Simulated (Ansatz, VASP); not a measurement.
**CsVBr3 in VASP and in Ansatz**

The input INCAR:

```
PREC = Accurate ; ENCUT = 520
EDIFF = 1E-6 ; ISMEAR = 0
SIGMA = 0.05 ; LREAL = F
LASPH = T ; NELM = 150
ALGO = Normal ; ISIF = 2
LWAVE = F ; LCHARG = F
ISPIN = 2 ; MAGMOM = 0 0 3 -3 0 0 0 0 0 0
LORBIT = 11 ; LMAXMIX = 4
LDAU = T ; LDAUTYPE = 2
LDAUL = -1 2 -1 ; LDAUU = 0 4 0
LDAUJ = 0 0 0 ; LDAUPRINT = 1
GGA = CA ; NBANDS = 58
```

Contents of KPOINTS:

```
regular mesh
0
Gamma
  3 3 3
```

Contents of POSCAR:

```
CsVBr3
1.0
    7.5699989100      0.0000000000      0.0000000000
   -3.7849994500      6.5558113600      0.0000000000
    0.0000000000      0.0000000000      6.3199999200
Cs V Br
2 2 6
Direct
    0.3333333333      0.6666666667      0.7500000000
    0.6666666667      0.3333333333      0.2500000000
    0.0000000000      0.0000000000      0.0000000000
    0.0000000000      0.0000000000      0.5000000000
    0.1600000000      0.3200000000      0.2500000000
    0.8400000000      0.1600000000      0.7500000000
    0.6800000000      0.8400000000      0.2500000000
    0.8400000000      0.6800000000      0.7500000000
    0.1600000000      0.8400000000      0.2500000000
    0.3200000000      0.1600000000      0.7500000000
```

Input for Ansatz:

```yaml
crystal:
  lattice:
    - [7.56999891, 0.0, 0.0]
    - [-3.78499945, 6.55581136, 0.0]
    - [0.0, 0.0, 6.31999992]
  atoms:
    - { symbol: Cs, position: [0.3333333333, 0.6666666667, 0.75] }
    - { symbol: Cs, position: [0.6666666667, 0.3333333333, 0.25] }
    - { symbol: V, position: [0.0, 0.0, 0.0], spin: 3.0 }
    - { symbol: V, position: [0.0, 0.0, 0.5], spin: -3.0 }
    - { symbol: Br, position: [0.16, 0.32, 0.25] }
    - { symbol: Br, position: [0.84, 0.16, 0.75] }
    - { symbol: Br, position: [0.68, 0.84, 0.25] }
    - { symbol: Br, position: [0.84, 0.68, 0.75] }
    - { symbol: Br, position: [0.16, 0.84, 0.25] }
    - { symbol: Br, position: [0.32, 0.16, 0.75] }
basis:
  ecutwfc: 420
  ecutrho_ratio: 4
kpoints:
  mp_grid: { grid: [3, 3, 3] }
hamiltonian:
  xc: lda
  hubbard:
    sites: [{ site: 2, l: d, u_eff: 4.0 }, { site: 3, l: d, u_eff: 4.0 }]
scf:
  occupations: { method: gaussian, width: 0.05 }
  lower_state_search: "off"
  max_iter: 150
output:
  forces: true
  stress: true
  eigenvalues: true
  populations: true
  hubbard: { sites: [{ site: 2, l: d }, { site: 3, l: d }] }
magnetization:
  spin_polarized: true
```

Alike in both runs: task single point; functional LDA; k mesh 3 × 3 × 3; occupations gaussian, width 0.05 eV; collinear spin; Hubbard terms V d U = 4.0 eV.

|  | VASP | Ansatz |
| --- | --- | --- |
| version | VASP 6.6.1 | Ansatz 0.2.0 |
| potentials or method | VASP PAW LDA potentials, release 64 (Cs_sv, V_sv, Br), cutoff 520 eV | scalar-relativistic, plane waves, PAW |
| valence electrons in the cell | 86 | 86 |

|  | VASP | Ansatz | Ansatz less VASP |
| --- | --- | --- | --- |
| gap on the k mesh at the Fermi level (eV) | 3.34 | 3.62 | +0.283 |
| least direct gap on the mesh (eV) | 3.38 | 3.67 | +0.288 |
| pressure (GPa) | -1.1 | -1.2 | -0.03 |
| traceless stress, the component that is largest in VASP (GPa) | 0.05 | 0.25 | +0.209 |
| rms of the force components (eV/Å) | 0.028 | 0.013 | -0.0152 |
| net moment per atom (μB) | 0.00 | 0.00 | 0.000 |
| size of the moment on the site where the two differ most (μB) | 2.65 | 2.55 | -0.101 |

LDA's correlation is that of Perdew and Zunger in VASP and of Perdew and Wang (1992) in Ansatz. Site moments also hang on the region over which each program counts them. The programs project onto different local orbitals, so the same U acts differently, and such runs can settle in different states. Atom by atom the forces differ by 0.015 eV/Å (rms over components).

Spin-orbit coupling is off throughout.
